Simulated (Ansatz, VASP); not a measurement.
**Two plane-wave programs on ZnO**

```xyz
4
Lattice="3.2770 0.0000 0.0000 -1.6385 2.8380 0.0000 0.0000 0.0000 4.8745" Properties=species:S:1:pos:R:3 pbc="T T T"
Zn    0.0000    1.8920    0.0090
Zn    1.6385    0.9460    2.4463
O     0.0000    1.8920    2.0739
O     1.6385    0.9460    4.5112
```

Alike in both runs: task single point; functional LDA; k mesh 12 × 12 × 6; occupations gaussian, width 0.05 eV; no spin polarisation.

```csv
,VASP,Ansatz
version,VASP 6.6.1,Ansatz 0.2.0
potentials or method,"VASP PAW LDA potentials, release 64 (Zn, O), cutoff 520 eV","scalar-relativistic, plane waves, PAW"
valence electrons in the cell,36,36
```

|  | VASP | Ansatz | Ansatz less VASP |
| --- | --- | --- | --- |
| gap on the k mesh at the Fermi level (eV) | 0.91 | 0.90 | -0.014 |
| least direct gap on the mesh (eV) | 0.91 | 0.90 | -0.014 |
| pressure (GPa) | -0.1 | -1.3 | -1.25 |
| traceless stress, the component that is largest in VASP (GPa) | -0.68 | -0.33 | +0.348 |
| rms of the force components (eV/Å) | 0.235 | 0.231 | -0.0034 |

Ansatz warns that its potentials were made for another functional, while VASP's fit it. LDA's correlation is that of Perdew and Zunger in VASP and of Perdew and Wang (1992) in Ansatz. Atom by atom the forces differ by 0.003 eV/Å (rms over components).
